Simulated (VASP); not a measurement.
# GaSi62 (a cell with a defect) in VASP: notebook

GaSi62 (a cell with a defect) is run at these levels: PBE; tasks: single point.

All numbers are computed with VASP 6.6.1; they aren't measurements. Logs are shortened: lines on timing, memory, paths and dates and some standing lists are left out, and cuts for length are marked.

**1. The cell of the first run**

The cell holds a defect, 63 atoms: a = 10.860 Å, b = 10.860 Å, c = 10.860 Å, α = 90.00°, β = 90.00°, γ = 90.00°.

**2. Single point, PBE, collinear spin**

The input, INCAR:

```
  ALGO = Normal
  EDIFF = 1E-6
  ENCUT = 520
  GGA = PE
  ISIF = 2
  ISMEAR = -1
  ISPIN = 2
  LASPH = True
  LCHARG = False
  LORBIT = 11
  LREAL = Auto
  LWAVE = False
  MAGMOM = 0 0 0 0 0 0 0 0 0 0 0 0 0 0 0 0 0 0 0 0 0 0 0 0 0 0 0 0 0 0 0.13 0.13 0 0 0 0 0 0.13 0 0 0 0 0 0 0 0 0 0 0 0 0 0 0 0 0 0 0 0 0 0 0 0 0
  NBANDS = 172
  NELECT = 263.0
  NELM = 150
  PREC = Accurate
  SIGMA = 0.02
```

The input, KPOINTS:

```
k-points
0
Gamma
  1 1 1
```

The input, POSCAR:

```
GaSi62
1.0
   10.8600000000      0.0000000000      0.0000000000
    0.0000000000     10.8600000000      0.0000000000
    0.0000000000      0.0000000000     10.8600000000
Si Ga
62 1
Direct
    0.4997484346      0.0006460405      0.0005058011
    0.6226579190      0.1265974217      0.1264313076
    0.7479720994      0.2484028545     -0.0041200737
    0.8716639963      0.3735577348      0.1206640884
    0.7477364641     -0.0034039595      0.2489990792
    0.8722439227      0.1210450276      0.3734891344
    0.0013098527      0.0045209945      0.0043304788
    0.1216232044      0.1351432781      0.1350599448
    0.2485710866      0.2527558932      0.0027108656
    0.3679533149      0.3794244015      0.1319821363
    0.4989805709      0.5017402394      0.0026248619
    0.6252390424      0.6282551565      0.1255972376
    0.7516423573      0.7490627993     -0.0042676796
    0.8741174954      0.8748566298      0.1226972376
    0.2484648250      0.0028433702      0.2528074586
    0.3686484346      0.1314197974      0.3792422652
    0.4962498158      0.2525383057      0.2524769797
    0.6252319521      0.3749593923      0.3747022099
    0.7504777164      0.4983619705      0.2482474217
    0.8913777164      0.6080845304      0.3725051565
    0.4996180479      0.0022505525      0.5019220994
    0.6255596685      0.1259485267      0.6278751381
    0.7508465009      0.2485419890      0.4979315838
    0.8892232044      0.3734851750      0.6100632597
    0.7516706262     -0.0040380295      0.7488325967
    0.8748180479      0.1226559853      0.8740749540
    0.0004012891      0.4996533149     -0.0002918969
    0.1260626151      0.6273512891      0.1237039595
    0.2519327808      0.7517491713     -0.0027976980
    0.3735263352      0.8776215470      0.1253783610
   -0.0097259669      0.2616486188      0.2613344383
    0.2377082873      0.5035081952      0.2620674954
    0.3753164825      0.6248244936      0.3745840700
    0.4989605893      0.7523559853      0.2509284530
    0.6256137201      0.8728125230      0.3769233886
    0.0003994475     -0.0004192449      0.4995848987
    0.1259787293      0.1242969613      0.6265801105
    0.2376907919      0.2620634438      0.5020392265
    0.3748024862      0.3747047882      0.6243694291
    0.5008508287      0.4997015654      0.4996356354
    0.6302947514      0.6229023020      0.6228870166
    0.7603182320      0.7409197974      0.4942803867
    0.8771696133      0.8711080110      0.6221336096
    0.2513820442     -0.0019817680      0.7518891344
    0.3736667587      0.1255208103      0.8774524862
    0.4987367403      0.2509905157      0.7520055249
    0.6246627993      0.3767045120      0.8735743094
    0.7589386740      0.4946135359      0.7426745856
    0.8772120626      0.6222624309      0.8714666667
   -0.0001604052      0.7503564457      0.2490994475
    0.1242129834      0.8744258748      0.3749149171
    0.1256394107      0.6195848066      0.6193707182
    0.2513885820      0.7503894107      0.4991125230
    0.3763885820      0.8744558011      0.6247829650
   -0.0000623389      0.2496654696      0.7499528545
    0.1242504604      0.3751516575      0.8744838858
    0.2510720994      0.4994890424      0.7502986188
    0.3768272560      0.6245322284      0.8739168508
    0.5028778085      0.7487166667      0.7484298343
    0.6239827808      0.8750103131      0.8747580110
    0.0031040516      0.7477008287      0.7479278085
    0.1231648250      0.8767965930      0.8767351750
    0.0733645488      0.4170424494      0.4138696133
```

Potentials or basis: VASP PAW PBE potentials, release 64 (Si, Ga_d).

The run is started by

```console
$ cat potpaw_PBE.64/Si/POTCAR potpaw_PBE.64/Ga_d/POTCAR > POTCAR
$ mpirun -np 1 vasp_gam > vasp.out
```

OUTCAR:

```text
EDIFF = 1E-6
   ENCUT = 520
   GGA = PE
   ISIF = 2
   ISMEAR = -1
   ISPIN = 2
   LASPH = True
   LORBIT = 11
   LREAL = Auto
   NELECT = 263.0
   NELM = 150
   PREC = Accurate

 ion  position               nearest neighbor table
   1  0.500  0.001  0.001-  45 2.35  30 2.35   2 2.35  60 2.36
   2  0.623  0.127  0.126-   1 2.35   5 2.37   3 2.37  17 2.37
   3  0.748  0.248  0.996-   4 2.34  47 2.34  26 2.35   2 2.37
   4  0.872  0.374  0.121-  31 2.34   3 2.34  19 2.34  27 2.36
   5  0.748  0.997  0.249-   6 2.34  35 2.34  14 2.35   2 2.37
   6  0.872  0.121  0.373-  31 2.34  23 2.34   5 2.34  36 2.36
[... 43 lines left out ...]
  50  1.000  0.750  0.249-  51 2.35  28 2.35  20 2.36  14 2.36
  51  0.124  0.874  0.375-  36 2.34  50 2.35  15 2.35  53 2.35
  52  0.126  0.620  0.619-  57 2.36  53 2.36  61 2.38
  53  0.251  0.750  0.499-  33 2.35  54 2.35  51 2.35  52 2.36
  54  0.376  0.874  0.625-  21 2.34  53 2.35  44 2.36  59 2.36
  55  1.000  0.250  0.750-  56 2.35  37 2.35  24 2.36  26 2.36
  56  0.124  0.375  0.874-  27 2.34  55 2.35   9 2.35  57 2.35
  57  0.251  0.499  0.750-  58 2.35  39 2.35  56 2.35  52 2.36
  58  0.377  0.625  0.874-  11 2.34  57 2.35  29 2.35  59 2.36
  59  0.503  0.749  0.748-  60 2.34  58 2.36  54 2.36  41 2.37
  60  0.624  0.875  0.875-  59 2.34  25 2.35  13 2.35   1 2.36
  61  0.003  0.748  0.748-  49 2.35  43 2.35  62 2.37  52 2.38
  62  0.123  0.877  0.877-  44 2.35  29 2.35   7 2.37  61 2.37
  63  0.073  0.417  0.414-  31 2.53  32 2.60  38 2.63  20 2.90  24 2.96

  LATTYP: Found a simple cubic cell.
 ALAT       =    10.8600000000

  Lattice vectors:

 A1 = (  10.8600000000,   0.0000000000,   0.0000000000)
 A2 = (   0.0000000000,  10.8600000000,   0.0000000000)
 A3 = (   0.0000000000,   0.0000000000,  10.8600000000)

Analysis of symmetry for initial positions (statically):
=====================================================================
 Subroutine PRICEL returns:
 Original cell was already a primitive cell.

 Routine SETGRP: Setting up the symmetry group for a
 simple cubic supercell.

 Subroutine GETGRP returns: Found  1 space group operations
 (whereof  1 operations were pure point group operations)
 out of a pool of 48 trial point group operations.

The static configuration has the point symmetry C_1 .

Analysis of symmetry for dynamics (positions and initial velocities):
=====================================================================
 Subroutine PRICEL returns:
 Original cell was already a primitive cell.

 Routine SETGRP: Setting up the symmetry group for a
 simple cubic supercell.

 Subroutine GETGRP returns: Found  1 space group operations
 (whereof  1 operations were pure point group operations)
 out of a pool of 48 trial point group operations.

The dynamic configuration has the point symmetry C_1 .

Analysis of structural, dynamic, and magnetic symmetry:
=====================================================================
 Subroutine PRICEL returns:
 Original cell was already a primitive cell.

 Routine SETGRP: Setting up the symmetry group for a
 simple cubic supercell.

 Subroutine GETGRP returns: Found  1 space group operations
 (whereof  1 operations were pure point group operations)
 out of a pool of 48 trial point group operations.

The overall configuration has the point symmetry C_1 .

 Subroutine INISYM returns: Found  1 space group operations
 (whereof  1 operations are pure point group operations),
 and found     1 'primitive' translations

----------------------------------------------------------------------------------------

                                     Primitive cell

  volume of cell :    1280.8241

  direct lattice vectors                    reciprocal lattice vectors
    10.860000000  0.000000000  0.000000000     0.092081031  0.000000000  0.000000000
[... 178 lines left out ...]
   ISPIN  =      2    spin polarized calculation?
   LNONCOLLINEAR =      F non collinear calculations
   LSORBIT =      F    spin-orbit coupling
   LASPH  =      T    aspherical Exc in radial PAW
   ENCUT  =  520.0 eV  38.22 Ry    6.18 a.u.  20.19 20.19 20.19*2*pi/ulx,y,z
   NELM   =    150;   NELMIN=  2; NELMDL= -5     # of ELM steps
   EDIFF  = 0.1E-05   stopping-criterion for ELM
   LREAL  =      T    real-space projection
   EDIFFG = 0.1E-04   stopping-criterion for IOM
   NSW    =      0    number of steps for IOM
   IBRION =     -1    ionic relax: 0-MD 1-quasi-New 2-CG
   NFREE  =      0    steps in history (QN), initial steepest desc. (CG)
   ISIF   =      2    stress and relaxation
   ISYM   =      2    0-nonsym 1-usesym 2-fastsym
   POTIM  = 0.5000    time-step for ionic-motion
   TEBEG  =    0.0;   TEEND  =   0.0 temperature during run
   PSTRESS=    0.0 pullay stress
   NELECT =     263.0000    total number of electrons
   NUPDOWN=      -1.0000    fix difference up-down
   EMIN   =  10.00;   EMAX   =-10.00  energy-range for DOS
   EFERMI =   0.00;   METHOD = LEGACY
   ISMEAR =    -1;   SIGMA  =   0.02  broadening in eV -4-tet -1-fermi 0-gaus
   EFERMI_NEDOS =   21; number of points for ismear=-14 and -15
   IALGO  =     38    algorithm
   IMIX   =      4    mixing-type and parameters
     AMIX     =   0.40;   BMIX     =  1.00
     AMIX_MAG =   1.60;   BMIX_MAG =  1.00
  volume/ion in A,a.u.               =      20.33       137.20
  Fermi-wavevector in a.u.,A,eV,Ry     =   0.965822  1.825138 12.691670  0.932811
  Thomas-Fermi vector in A             =   2.095571
   LORBIT       =     11    0 simple, 1 ext, 2 COOP (PROOUT), +10 PAW based schemes
   GGA     = PE    functional components
   LHFCALC =     F    Hartree Fock is set to
   AEXX    =    0.0000 exact exchange contribution
   IVDW    =     0    specifies the selected vdW correction
   LEPSILON=     F    determine dielectric tensor
   LRPA    =     F    only Hartree local field effects (RPA)
 spin polarized calculation
  energy-cutoff  :      520.00
  volume of cell :     1280.82
 maximum number of plane-waves:     17229
 NGX is ok and might be reduce to    84
   NGX = 41   NGY = 41   NGZ = 41

 number of electron     262.9999998 magnetization       1.0415779

 Free energy of the ion-electron system (eV)
  ---------------------------------------------------
  ext. energy  EPLUGINS =         0.00000000
  ---------------------------------------------------
  free energy    TOTEN  =      -317.51966544 eV

  energy without entropy =     -317.49381170  energy(sigma->0) =     -317.50673857

 E-fermi :   6.3026     XC(G=0):  -9.3953

 val. band max:        6.2629743777   @ k =   0.0000   0.0000   0.0000
 cond. band min:       6.3538466146   @ k =   0.0000   0.0000   0.0000
 fundamental gap:      0.0908722368
 Fermi energy:         6.3026307612

 spin component 1

 k-point     1 :       0.0000    0.0000    0.0000
  band No.  band energies     occupation
      1      -8.7903      1.00000
      2      -8.7851      1.00000
      3      -8.7499      1.00000
      4      -8.7344      1.00000
      5      -8.7264      1.00000
      6      -6.2273      1.00000
[... 135 lines left out ...]
    142       6.8652      0.00000
    143       6.8775      0.00000
 Fermi energy:         6.3026307612

 spin component 2

 k-point     1 :       0.0000    0.0000    0.0000
  band No.  band energies     occupation
      1      -8.7863      1.00000
      2      -8.7746      1.00000
      3      -8.7503      1.00000
      4      -8.7332      1.00000
      5      -8.7272      1.00000
      6      -6.2148      1.00000
[... 135 lines left out ...]
    142       6.8753      0.00000
    143       6.8908      0.00000
 [bands above 143 left out]

------------------------ aborting loop because EDIFF is reached ----------------------------------------

  FORCE on cell =-STRESS in cart. coord.  units (eV):
  Direction    XX          YY          ZZ          XY          YZ          ZX
  --------------------------------------------------------------------------------------
  -------------------------------------------------------------------------------------
  Total       27.7666919     30.3368815     30.7912829      7.8558457     -1.9569794      7.2077883
  in kB       34.7332361     37.9482752     38.5166840      9.8268438     -2.4479771      9.0161915
  external PRESSURE =      37.0660651 kB  Pullay stress =       0.0000000 kB

 VOLUME and BASIS-vectors are now :
 -----------------------------------------------------------------------------
  energy-cutoff  :      520.00
  volume of cell :     1280.82
      direct lattice vectors                 reciprocal lattice vectors
    10.860000000  0.000000000  0.000000000     0.092081031  0.000000000  0.000000000
     0.000000000 10.860000000  0.000000000     0.000000000  0.092081031  0.000000000
     0.000000000  0.000000000 10.860000000     0.000000000  0.000000000  0.092081031

 POSITION                                       TOTAL-FORCE (eV/Angst)
 -----------------------------------------------------------------------------------
      5.42727      0.00702      0.00549         0.003209      0.002922      0.001917
      6.76207      1.37485      1.37304        -0.001944      0.000346      0.001128
      8.12298      2.69765     10.81526        -0.006167      0.000678     -0.005919
      9.46627      4.05684      1.31041         0.003920     -0.000296     -0.001752
      8.12042     10.82303      2.70413        -0.004853     -0.007103     -0.003352
      9.47257      1.31455      4.05609         0.002630     -0.001340      0.003090
[... 55 lines left out ...]
      1.33757      9.52201      9.52134        -0.001860      0.002908     -0.000015
      0.79674      4.52908      4.49462         0.043797     -0.045925     -0.035670
 -----------------------------------------------------------------------------------
    total drift:                               -0.009246      0.012077      0.001736

  FREE ENERGIE OF THE ION-ELECTRON SYSTEM (eV)
  ---------------------------------------------------
  free  energy   TOTEN  =      -317.5196654370 eV

  energy  without entropy=     -317.4938117014  energy(sigma->0) =     -317.50673857

 total charge

# of ion       s       p       d       tot
------------------------------------------
    1        0.740   0.962   0.000   1.702
    2        0.745   0.954   0.000   1.699
    3        0.741   0.964   0.000   1.705
    4        0.744   0.966   0.000   1.710
    5        0.741   0.964   0.000   1.705
    6        0.743   0.967   0.000   1.710
[... 55 lines left out ...]
   62        0.745   0.946   0.000   1.692
   63        0.876   0.680   9.960  11.517
--------------------------------------------------
tot         47.117  59.473   9.960 116.550

 magnetization (x)

# of ion       s       p       d       tot
------------------------------------------
    1       -0.000  -0.000   0.000  -0.000
    2       -0.001   0.003   0.000   0.002
    3        0.001   0.003   0.000   0.003
    4        0.001   0.002   0.000   0.003
    5        0.001   0.002   0.000   0.003
    6        0.001   0.001   0.000   0.002
[... 55 lines left out ...]
   62        0.000   0.003   0.000   0.004
   63       -0.005  -0.007   0.012  -0.000
--------------------------------------------------
tot          0.072   0.333   0.012   0.416
```

It used 2400 s of CPU time on 1 thread of AMD EPYC 7R13 Processor (Zen 3) (shared host).

What came out:

```
Free energy                                           : -317.5197 eV
Largest force                                         : 0.073 eV/Å
Net moment                                            : 1.04 μB per cell
Site moments                                          : Si -0.00, +0.00, +0.01, +0.06, +0.07, +0.03; Ga -0.00 μB
Valence electrons inside the program's atomic spheres : Si 1.70, 1.71, 1.69, 1.68, 1.64, 1.65, 1.67, 1.66; Ga 11.52
```

Forces in eV/Å, atoms in the order of the input:
```
Si   0.003  0.003  0.002
Si  -0.002  0.000  0.001
Si  -0.006  0.001 -0.006
Si   0.004  0.000 -0.002
Si  -0.005 -0.007 -0.003
Si   0.003 -0.001  0.003
Si  -0.007  0.000 -0.001
Si   0.005 -0.008 -0.008
Si  -0.006  0.001 -0.004
Si   0.002 -0.004  0.000
Si  -0.005  0.004  0.006
Si   0.002 -0.008  0.011
Si  -0.004 -0.004  0.000
Si   0.012 -0.004  0.019
Si  -0.005  0.001  0.003
Si  -0.010  0.010  0.004
Si   0.000  0.005  0.004
Si  -0.004  0.000  0.001
Si   0.004  0.007  0.005
Si   0.015 -0.012  0.005
Si  -0.010  0.009 -0.001
Si   0.001  0.005 -0.006
Si  -0.001  0.000  0.004
Si   0.011 -0.002 -0.010
Si  -0.003  0.003 -0.004
Si   0.010  0.014 -0.001
Si  -0.001  0.004  0.001
Si  -0.007  0.001 -0.015
Si  -0.006  0.001 -0.004
Si   0.000 -0.006  0.006
Si  -0.001 -0.019 -0.018
Si   0.012  0.009 -0.008
Si   0.009  0.003  0.008
Si   0.006  0.002 -0.002
Si  -0.005  0.002  0.012
Si   0.000  0.003  0.000
Si  -0.008 -0.015  0.004
Si   0.001  0.001 -0.002
Si   0.009  0.004  0.005
Si  -0.002  0.002  0.000
Si  -0.004  0.000  0.000
Si  -0.003 -0.002 -0.001
Si  -0.003  0.000  0.006
Si  -0.007  0.003 -0.002
Si   0.001  0.004 -0.004
Si   0.003  0.002 -0.001
Si  -0.006  0.008 -0.002
Si  -0.009  0.009  0.001
Si  -0.003  0.005  0.004
Si  -0.005  0.001  0.005
Si  -0.005  0.000 -0.005
Si   0.004  0.009  0.010
Si  -0.006  0.002  0.007
Si   0.004 -0.003 -0.004
Si  -0.007 -0.002  0.005
Si  -0.003 -0.005  0.001
Si  -0.004  0.008  0.003
Si   0.001 -0.004  0.000
Si   0.006 -0.002  0.000
Si  -0.002  0.000  0.000
Si  -0.001  0.008  0.007
Si  -0.002  0.003  0.000
Ga   0.044 -0.046 -0.036
```

Levels at points of the mesh, in eV from the Fermi level:
Spin up:
| k point | band 128 | band 129 | band 130 | band 131 | band 132 | band 133 | band 134 | band 135 | band 136 | band 137 |
| --- | --- | --- | --- | --- | --- | --- | --- | --- | --- | --- |
| (0.00, 0.00, 0.00) | -1.02 | -0.97 | -0.80 | -0.08 | -0.07 | 0.06 | 0.09 | 0.13 | 0.14 | 0.18 |
Spin down:
```csv
k point,band 127,band 128,band 129,band 130,band 131,band 132,band 133,band 134,band 135,band 136
"(0.00, 0.00, 0.00)",-1.22,-0.95,-0.93,-0.79,-0.04,0.05,0.08,0.10,0.13,0.16
```

Caveat: the k points lie up to 0.58 Å⁻¹ apart; the cell carries a net charge on a neutralising background, which shifts energy and pressure; the cell is charged against a uniform background, so pressure and absolute levels hang on convention.

[end of part 1 of 2]
